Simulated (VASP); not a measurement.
# Ca (P6_3/mmc) in VASP: notebook

The runs below take Ca through relaxation of shape and atoms at fixed volume, with LDA.

All numbers are computed with VASP 6.6.1; they aren't measurements. Logs are shortened: lines on timing, memory, paths and dates and some standing lists are left out, and cuts for length are marked.

**1. The cell of the first run**

It takes space group P6_3/mmc (No. 194, hexagonal). The conventional cell has a = 2.986 Å, b = 2.986 Å, c = 4.955 Å, α = 90.00°, β = 90.00°, γ = 120.00°. Within 3.9 Å of Ca (site symmetry -6m2) lie 12 Ca at 2.99 to 3.02 Å.

This isn't the form of Ca at room conditions, which is fcc.

**2. Relaxation of shape and atoms at fixed volume, LDA**

INCAR

```
PREC = Accurate ; ENCUT = 600
EDIFF = 1E-6 ; ISMEAR = -1
SIGMA = 0.05 ; LREAL = F
LASPH = T ; NELM = 60
ALGO = Normal ; ISIF = 4
LWAVE = F ; LCHARG = F
IBRION = 2 ; NSW = 50
EDIFFG = -0.005
```

KPOINTS

```
Automatic mesh
0
Gamma
  12 12 6
```

POSCAR

```
Ca
1.0
    2.9860144516      0.0000000000      0.0000000000
   -1.4930072258      2.5859643711      0.0000000000
    0.0000000000      0.0000000000      4.9547808125
Ca
2
Direct
    0.3333333333      0.6666666667      0.2500000000
    0.6666666667      0.3333333333      0.7500000000
```

Potentials or basis: VASP PAW LDA potentials, release 64 (Ca_sv).

Started as:

```
cat potpaw_LDA.64/Ca_sv/POTCAR > POTCAR
mpirun -np 1 vasp_std > vasp.out
```

OUTCAR:

```text
PREC = Accurate
   ENCUT = 600
   EDIFF = 1E-6
   ISMEAR = -1
   LREAL = F
   LASPH = T
   NELM = 60
   ISIF = 4
   IBRION = 2
   NSW = 50
   EDIFFG = -0.005

 ion  position               nearest neighbor table
   1  0.333  0.667  0.250-   2 3.02   2 3.02   2 3.02   2 3.02   2 3.02   2 3.02
   2  0.667  0.333  0.750-   1 3.02   1 3.02   1 3.02   1 3.02   1 3.02   1 3.02

  LATTYP: Found a hexagonal cell.
 ALAT       =     2.9860144516
 C/A-ratio  =     1.6593291469

  Lattice vectors:

 A1 = (   2.9860144516,   0.0000000000,   0.0000000000)
 A2 = (  -1.4930072258,   2.5859643711,   0.0000000000)
 A3 = (   0.0000000000,   0.0000000000,   4.9547808125)

Analysis of symmetry for initial positions (statically):
=====================================================================
 Subroutine PRICEL returns:
 Original cell was already a primitive cell.

 Routine SETGRP: Setting up the symmetry group for a
 hexagonal supercell.

 Subroutine GETGRP returns: Found 24 space group operations
 (whereof 12 operations were pure point group operations)
 out of a pool of 24 trial point group operations.

The static configuration has the point symmetry D_3d.
 The point group associated with its full space group is D_6h.

Analysis of symmetry for dynamics (positions and initial velocities):
=====================================================================
 Subroutine PRICEL returns:
 Original cell was already a primitive cell.

 Routine SETGRP: Setting up the symmetry group for a
 hexagonal supercell.

 Subroutine GETGRP returns: Found 24 space group operations
 (whereof 12 operations were pure point group operations)
 out of a pool of 24 trial point group operations.

The dynamic configuration has the point symmetry D_3d.
 The point group associated with its full space group is D_6h.

 Subroutine INISYM returns: Found 24 space group operations
 (whereof 12 operations are pure point group operations),
 and found     1 'primitive' translations

----------------------------------------------------------------------------------------

                                     Primitive cell

  volume of cell :      38.2595

  direct lattice vectors                    reciprocal lattice vectors
     2.986014452  0.000000000  0.000000000     0.334894561  0.193351465  0.000000000
    -1.493007226  2.585964371  0.000000000     0.000000000  0.386702930  0.000000000
     0.000000000  0.000000000  4.954780813     0.000000000  0.000000000  0.201825275

  length of vectors
     2.986014452  2.986014452  4.954780813     0.386702930  0.386702930  0.201825275

  position of ions in fractional coordinates (direct lattice)
     0.333333333  0.666666667  0.250000000
     0.666666667  0.333333333  0.750000000

  ion indices of the primitive-cell ions
   primitive index   ion index
                 1           1
                 2           2

----------------------------------------------------------------------------------------

 KPOINTS: Automatic mesh

Automatic generation of k-mesh.
 Grid dimensions read from file:
 generate k-points for:   12   12    6

 Generating k-lattice:

  Cartesian coordinates                     Fractional coordinates (reciprocal lattice)
     0.027907880  0.016112622  0.000000000     0.083333333  0.000000000  0.000000000
     0.000000000  0.032225244  0.000000000     0.000000000  0.083333333  0.000000000
     0.000000000  0.000000000  0.033637546     0.000000000  0.000000000  0.166666667

  Length of vectors
     0.032225244  0.032225244  0.033637546

  Shift w.r.t. Gamma in fractional coordinates (k-lattice)
     0.000000000  0.000000000  0.000000000

 Subroutine IBZKPT returns following result:
 ===========================================

 Found     76 irreducible k-points:

 Following reciprocal coordinates:
            Coordinates               Weight
  0.000000  0.000000  0.000000      1.000000
  0.083333  0.000000  0.000000      6.000000
  0.166667  0.000000  0.000000      6.000000
  0.250000  0.000000  0.000000      6.000000
  0.333333  0.000000  0.000000      6.000000
  0.416667  0.000000  0.000000      6.000000
[... 16 lines left out ...]
  0.250000  0.000000  0.166667     12.000000
  0.333333  0.000000  0.166667     12.000000
 [... further k-points ...]
   k-points           NKPTS =     76   k-points in BZ     NKDIM =     76   number of bands    NBANDS=     14
   number of dos      NEDOS =    301   number of ions     NIONS =      2
   total plane-waves  NPLWV =  23040
   dimension x,y,z NGX =    24 NGY =   24 NGZ =   40
   dimension x,y,z NGXF=    48 NGYF=   48 NGZF=   80
   ions per type =               2
   NGX,Y,Z   is equivalent  to a cutoff of  13.36, 13.36, 13.42 a.u.
   NGXF,Y,Z  is equivalent  to a cutoff of  26.72, 26.72, 26.84 a.u.
 SYSTEM =  unknown system
   PREC   = accura    normal or accurate (medium, high low for compatibility)
   ISTART =      0    job   : 0-new  1-cont  2-samecut
   ICHARG =      2    charge: 1-file 2-atom 10-const
   ISPIN  =      1    spin polarized calculation?
   LNONCOLLINEAR =      F non collinear calculations
   LSORBIT =      F    spin-orbit coupling
   LASPH  =      T    aspherical Exc in radial PAW
   ENCUT  =  600.0 eV  44.10 Ry    6.64 a.u.   5.96  5.96  9.90*2*pi/ulx,y,z
   NELM   =     60;   NELMIN=  2; NELMDL= -5     # of ELM steps
   EDIFF  = 0.1E-05   stopping-criterion for ELM
   LREAL  =      F    real-space projection
   EDIFFG = -.5E-02   stopping-criterion for IOM
   NSW    =     50    number of steps for IOM
   IBRION =      2    ionic relax: 0-MD 1-quasi-New 2-CG
   NFREE  =      1    steps in history (QN), initial steepest desc. (CG)
   ISIF   =      4    stress and relaxation
   ISYM   =      2    0-nonsym 1-usesym 2-fastsym
   POTIM  = 0.5000    time-step for ionic-motion
   TEBEG  =    0.0;   TEEND  =   0.0 temperature during run
   PSTRESS=    0.0 pullay stress
   NELECT =      20.0000    total number of electrons
   NUPDOWN=      -1.0000    fix difference up-down
   EMIN   =  10.00;   EMAX   =-10.00  energy-range for DOS
   EFERMI =   0.00;   METHOD = LEGACY
   ISMEAR =    -1;   SIGMA  =   0.05  broadening in eV -4-tet -1-fermi 0-gaus
   EFERMI_NEDOS =   21; number of points for ismear=-14 and -15
   IALGO  =     38    algorithm
   IMIX   =      4    mixing-type and parameters
     AMIX     =   0.40;   BMIX     =  1.00
     AMIX_MAG =   1.60;   BMIX_MAG =  1.00
  volume/ion in A,a.u.               =      19.13       129.09
  Fermi-wavevector in a.u.,A,eV,Ry     =   1.318779  2.492130 23.662937  1.739177
  Thomas-Fermi vector in A             =   2.448724
   LORBIT       =      0    0 simple, 1 ext, 2 COOP (PROOUT), +10 PAW based schemes
   GGA     = CA    functional components
   LHFCALC =     F    Hartree Fock is set to
   AEXX    =    0.0000 exact exchange contribution
   IVDW    =     0    specifies the selected vdW correction
   LEPSILON=     F    determine dielectric tensor
   LRPA    =     F    only Hartree local field effects (RPA)
 conjugate gradient relaxation of ions
 non-spin polarized calculation
  energy-cutoff  :      600.00
  volume of cell :       38.26
 maximum number of plane-waves:      1292
 NGX is ok and might be reduce to    24
   NGX = 11   NGY = 11   NGZ = 19

--------------------------------------- Ionic step        1  -------------------------------------------

 number of electron      19.9999998 magnetization

 Free energy of the ion-electron system (eV)
  ---------------------------------------------------
  ext. energy  EPLUGINS =         0.00000000
  ---------------------------------------------------
  free energy    TOTEN  =        -1.73210404 eV

  energy without entropy =       -1.71966319  energy(sigma->0) =       -1.72588362

------------------------ aborting loop because EDIFF is reached ----------------------------------------

  FORCE on cell =-STRESS in cart. coord.  units (eV):
  Direction    XX          YY          ZZ          XY          YZ          ZX
  --------------------------------------------------------------------------------------
  -------------------------------------------------------------------------------------
  Total        8.2023543      8.2023543      8.1336532      0.0000000     -0.0000000      0.0000000
  in kB      343.4869320    343.4869320    340.6099603      0.0000000     -0.0000000      0.0000000
  external PRESSURE =     342.5279414 kB  Pullay stress =       0.0000000 kB

 VOLUME and BASIS-vectors are now :
 -----------------------------------------------------------------------------
  energy-cutoff  :      600.00
  volume of cell :       38.26
      direct lattice vectors                 reciprocal lattice vectors
     2.986014452  0.000000000  0.000000000     0.334894561  0.193351465  0.000000000
    -1.493007226  2.585964371  0.000000000     0.000000000  0.386702930  0.000000000
     0.000000000  0.000000000  4.954780813     0.000000000  0.000000000  0.201825275
[... 37 lines left out ...]
 POSITION                                       TOTAL-FORCE (eV/Angst)
 -----------------------------------------------------------------------------------
     -0.00000      1.72493      1.23733         0.000000     -0.000000      0.000000
      1.49383      0.86246      3.71198        -0.000000      0.000000      0.000000
 -----------------------------------------------------------------------------------
    total drift:                               -0.000000      0.000000     -0.000000

  FREE ENERGIE OF THE ION-ELECTRON SYSTEM (eV)
  ---------------------------------------------------
  free  energy   TOTEN  =        -1.7321273938 eV

  energy  without entropy=       -1.7197171025  energy(sigma->0) =       -1.72592225

--------------------------------------- Ionic step        3  -------------------------------------------

 number of electron      19.9999999 magnetization

 Free energy of the ion-electron system (eV)
  ---------------------------------------------------
  ext. energy  EPLUGINS =         0.00000000
  ---------------------------------------------------
  free energy    TOTEN  =        -1.73215597 eV

  energy without entropy =       -1.71978816  energy(sigma->0) =       -1.72597206

 E-fermi :   5.8864     XC(G=0): -10.9938

 val. band max:        5.8829480778   @ k =   0.3333   0.2500   0.3333
 cond. band min:       5.8956028655   @ k =   0.4167   0.0000   0.1667
 fundamental gap:      0.0126547878
 Fermi energy:         5.8864248425

 k-point     1 :       0.0000    0.0000    0.0000
  band No.  band energies     occupation
      1     -34.3630      2.00000
      2     -33.9976      2.00000
      3     -16.4920      2.00000
      4     -14.9606      2.00000
      5     -14.9606      2.00000
      6     -14.7696      2.00000
      7     -14.7696      2.00000
      8     -14.7685      2.00000
      9       1.3610      2.00000
     10       4.4687      2.00000
     11       8.1844      0.00000
     12       8.9214      0.00000
     13       9.0441      0.00000
     14       9.0441      0.00000

 k-point     2 :       0.0833    0.0000    0.0000
  band No.  band energies     occupation
      1     -34.3408      2.00000
      2     -33.9860      2.00000
      3     -16.4522      2.00000
      4     -15.0598      2.00000
      5     -14.9899      2.00000
      6     -14.8716      2.00000
      7     -14.7818      2.00000
      8     -14.7800      2.00000
      9       1.5949      2.00000
     10       4.6840      2.00000
[... 362 lines left out ...]
 k-point    24 :       0.3333    0.0000    0.1667
  band No.  band energies     occupation
      1     -34.0788      2.00000
      2     -33.8953      2.00000
      3     -16.1646      2.00000
      4     -15.9006      2.00000
      5     -15.7167      2.00000
      6     -15.2350      2.00000
      7     -14.9862      2.00000
      8     -14.9493      2.00000
      9       4.0729      2.00000
     10       5.4243      1.99981
     11       5.9420      0.49512
     12       7.1870      0.00000
     13       8.5285      0.00000
     14       9.0616      0.00000

 [... further k-points ...]

------------------------ aborting loop because EDIFF is reached ----------------------------------------

  FORCE on cell =-STRESS in cart. coord.  units (eV):
  Direction    XX          YY          ZZ          XY          YZ          ZX
  --------------------------------------------------------------------------------------
  -------------------------------------------------------------------------------------
  Total        8.1665116      8.1665116      8.1750874      0.0000000      0.0000000      0.0000000
  in kB      341.9859581    341.9859581    342.3450836      0.0000000      0.0000000      0.0000000
  external PRESSURE =     342.1056666 kB  Pullay stress =       0.0000000 kB

 VOLUME and BASIS-vectors are now :
 -----------------------------------------------------------------------------
  energy-cutoff  :      600.00
  volume of cell :       38.26
      direct lattice vectors                 reciprocal lattice vectors
     2.990493965  0.000000000  0.000000000     0.334392917  0.193061841  0.000000000
    -1.495246982  2.589843743 -0.000000000    -0.000000000  0.386123681  0.000000000
     0.000000000 -0.000000000  4.939948225    -0.000000000 -0.000000000  0.202431271

 POSITION                                       TOTAL-FORCE (eV/Angst)
 -----------------------------------------------------------------------------------
     -0.00000      1.72656      1.23499         0.000000     -0.000000      0.000000
      1.49525      0.86328      3.70496        -0.000000      0.000000      0.000000
 -----------------------------------------------------------------------------------
    total drift:                               -0.000000      0.000000     -0.000000

  FREE ENERGIE OF THE ION-ELECTRON SYSTEM (eV)
  ---------------------------------------------------
  free  energy   TOTEN  =        -1.7321559653 eV

  energy  without entropy=       -1.7197881561  energy(sigma->0) =       -1.72597206

 reached required accuracy - stopping structural energy minimisation
```

It took 65 s on 1 thread of Intel Xeon 8259CL, shared host; peak memory 0.17 GiB.

Results:

* Free energy: -1.7322 eV
* Energy gained by relaxing: 0.0 meV/atom
* Ionic steps: 3
* Pressure after relaxing: 34.2 GPa
* Band gap on the k mesh: zero (bands 10 and 11 overlap by 1.20 eV)

Final structure:
```
Ca
1.0
     2.99049    0.00000    0.00000
    -1.49525    2.58984    0.00000
     0.00000    0.00000    4.93995
Ca
2
Cartesian
  0.0000 1.7266 1.2350
  1.4952 0.8633 3.7050
```

Levels at points of the mesh, in eV from the Fermi level:
| k point | band 8 | band 9 | band 10 | band 11 | band 12 | band 13 |
| --- | --- | --- | --- | --- | --- | --- |
| (0.00, 0.00, 0.00) | -20.65 | -4.53 | -1.42 | 2.30 | 3.03 | 3.16 |
| (0.50, 0.00, 0.00) | -20.87 | -1.00 | -0.83 | -0.72 | 1.51 | 2.61 |
| (0.00, 0.00, 0.50) | -20.75 | -2.64 | -2.64 | 1.86 | 1.86 | 3.14 |
| (0.50, 0.00, 0.50) | -21.05 | -1.41 | -1.41 | 0.72 | 0.72 | 3.40 |

**3. Relaxation of shape and atoms at fixed volume, LDA**

This run uses another cell than the first one, of 22.19 Å³/atom.

INCAR

```
PREC = Accurate
ENCUT = 600
EDIFF = 1E-6
ISMEAR = -1
SIGMA = 0.05
LREAL = False
LASPH = True
NELM = 60
ALGO = Normal
ISIF = 4
LWAVE = False
LCHARG = False
GGA = CA
IBRION = 2
NSW = 50
EDIFFG = -0.005
```

KPOINTS is that of step 2.

POSCAR

```
Ca
1.0
    3.1374578620      0.0000000000      0.0000000000
   -1.5687289310      2.7171182118      0.0000000000
    0.0000000000      0.0000000000      5.2060752775
Ca
2
Direct
    0.3333333333      0.6666666667      0.2500000000
    0.6666666667      0.3333333333      0.7500000000
```

Potentials or basis: VASP PAW LDA potentials, release 64 (Ca_sv).

Started as:

```
cat potpaw_LDA.64/Ca_sv/POTCAR > POTCAR
mpirun -np 1 vasp_std > vasp.out
```

It took 89 s on 1 thread of Intel Xeon 8259CL, shared host; peak memory 0.19 GiB.

The run converged. Its results:

| Item | Value |
| --- | --- |
| Free energy | -2.8039 eV |
| Energy gained by relaxing | 0.3 meV/atom |
| Ionic steps | 3 |
| Pressure after relaxing | 22.6 GPa |
| Band gap on the k mesh | zero (bands 10 and 11 overlap by 0.79 eV) |

The path:
| step | energy change (eV) | largest force (eV/Å) | pressure (GPa) | volume (Å³) |
| --- | --- | --- | --- | --- |
| 1 | 0.0000 | 0.0000 | 22.57 | 44.38 |
| 2 | -0.0005 | 0.0000 | 22.58 | 44.38 |
| 3 | -0.0006 | 0.0000 | 22.57 | 44.38 |

Final structure:
```
Ca
1.0
     3.12775    0.00000    0.00000
    -1.56387    2.70871    0.00000
     0.00000    0.00000    5.23845
Ca
2
Direct
  0.33333 0.66667 0.25000
  0.66667 0.33333 0.75000
```

Levels at points of the mesh, in eV from the Fermi level:
```tsv
k point	band 8	band 9	band 10	band 11	band 12	band 13
(0.00, 0.00, 0.00)	-21.03	-4.63	-1.32	1.38	2.84	3.07
(0.50, 0.00, 0.00)	-21.19	-0.90	-0.68	-0.45	0.98	2.25
(0.00, 0.00, 0.50)	-21.10	-2.97	-2.97	1.70	1.70	3.08
(0.50, 0.00, 0.50)	-21.31	-1.18	-1.18	0.78	0.78	2.63
```
